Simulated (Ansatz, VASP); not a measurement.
## One calculation of CsCl, two programs

INCAR

```
ALGO = Normal
EDIFF = 1E-6
ENCUT = 500
GGA = PS
GGA_COMPAT = F
ISIF = 2
ISMEAR = 0
LASPH = T
LCHARG = T
LELF = T
LREAL = F
LVHAR = T
LWAVE = F
NBANDS = 15
NELM = 120
PREC = Accurate
SIGMA = 0.01
```

Contents of KPOINTS:

```
k-points
0
Gamma
  6 6 6
```

POSCAR

```
CsCl
1.0
    4.0653446562      0.0000000000      0.0000000000
    0.0000000000      4.0653446562      0.0000000000
    0.0000000000      0.0000000000      4.0653446562
Cs Cl
1 1
Direct
    0.0000000000      0.0000000000      0.0000000000
    0.5000000000      0.5000000000      0.5000000000
```

Input for Ansatz:

```yaml
crystal:
  lattice:
    - [4.06534465622, 0.0, 0.0]
    - [0.0, 4.06534465622, 0.0]
    - [0.0, 0.0, 4.06534465622]
  atoms:
    - { symbol: Cs, position: [0.0, 0.0, 0.0] }
    - { symbol: Cl, position: [0.5, 0.5, 0.5] }
kpoints:
  mp_grid: { grid: [6, 6, 6] }
scf:
  occupations: { method: fixed }
hamiltonian:
  xc: pbesol
  pseudopotentials: { kind: all_electron, lapw: { basis_error: 0.001 } }
output:
  forces: true
  stress: true
  eigenvalues: true
  eigenstates:
    nscf_kmesh: { grid: [10, 10, 10] }
    de_dk: true
    e_range: [-9, 15.22409653296]
  optics:
    e_range: [0, 25]
    de: 0.2
    sigma: 0.2
    bands: { spectra_wanted_up_to: 25 }
    nscf_kmesh: { grid: [10, 10, 10] }
checkpoint:
  write: ck
  write_wavefunctions: false
```

Alike in both runs: task single point; functional PBEsol; k mesh 6 × 6 × 6; no spin polarisation.

```csv
,VASP,Ansatz
version,VASP 6.6.1,Ansatz 0.2.0
potentials or method,"VASP PAW PBE potentials, release 64 (Cs_sv, Cl), cutoff 500 eV","all-electron LAPW, scalar-relativistic"
occupations,"gaussian, width 0.01 eV",fixed
```

Ansatz gave:

- gap on the k mesh at the Fermi level (eV): 5.22
- pressure (GPa): 0.0

Question: Estimate VASP's values.

Answer: gap on the k mesh at the Fermi level (eV): 5.21; pressure (GPa): 0.1.

VASP's potentials were made for PBE, not for PBEsol. Ansatz ran all-electron here, and VASP with PAW potentials.

Spin-orbit coupling is off throughout.
